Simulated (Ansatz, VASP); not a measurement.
## One calculation of TiO, two programs

INCAR

```
PREC = Accurate ; ENCUT = 520
EDIFF = 1E-6 ; ISMEAR = -1
SIGMA = 0.02 ; LREAL = False
LASPH = True ; NELM = 100
ALGO = Normal ; ISIF = 2
LWAVE = False ; LCHARG = False
GGA = PS ; NBANDS = 26
```

Contents of KPOINTS:

```
Automatic mesh
0
Gamma
  18 18 8
```

Contents of POSCAR:

```
TiO
1.0
    2.8516080131      0.0000000000      0.0000000000
   -1.4258040066      2.4695649810      0.0000000000
    0.0000000000      0.0000000000      5.5675030000
Ti O
2 2
Direct
    0.3333333333      0.6666666667      0.2500000000
    0.6666666667      0.3333333333      0.7500000000
    0.0000000000      0.0000000000      0.0000000000
    0.0000000000      0.0000000000      0.5000000000
```

Input for Ansatz:

```yaml
crystal:
  lattice:
    - [2.8516080131, 0.0, 0.0]
    - [-1.4258040066, 2.469564981, 0.0]
    - [0.0, 0.0, 5.567503]
  atoms:
    - { symbol: Ti, position: [0.3333333333, 0.6666666667, 0.25] }
    - { symbol: Ti, position: [0.6666666667, 0.3333333333, 0.75] }
    - { symbol: O, position: [0.0, 0.0, 0.0] }
    - { symbol: O, position: [0.0, 0.0, 0.5] }
basis:
  ecutwfc: 420
kpoints:
  mp_grid: { grid: [18, 18, 8] }
hamiltonian:
  xc: pbesol
scf:
  occupations: { method: fermi_dirac, width: 0.02 }
output:
  forces: true
  stress: true
  eigenvalues: true
```

Alike in both runs: task single point; functional PBEsol; k mesh 18 × 18 × 8; occupations fermi-dirac, width 0.02 eV; no spin polarisation.

|  | VASP | Ansatz |
| --- | --- | --- |
| version | VASP 6.6.1 | Ansatz 0.2.0 |
| potentials or method | VASP PAW PBE potentials, release 64 (Ti_sv, O), cutoff 520 eV | scalar-relativistic, plane waves, PAW |
| valence electrons in the cell | 36 | 36 |

|  | VASP | Ansatz | Ansatz less VASP |
| --- | --- | --- | --- |
| gap on the k mesh at the Fermi level (eV) | none | none | - |
| pressure (GPa) | -9.3 | -10.0 | -0.66 |
| traceless stress, the component that is largest in VASP (GPa) | -1.68 | -1.77 | -0.087 |

VASP's potentials were made for PBE, not for PBEsol. A gap of «none» marks a metal or a gap that the smearing closes. With one functional, cell and mesh, what is left measures potentials, basis and numerics.
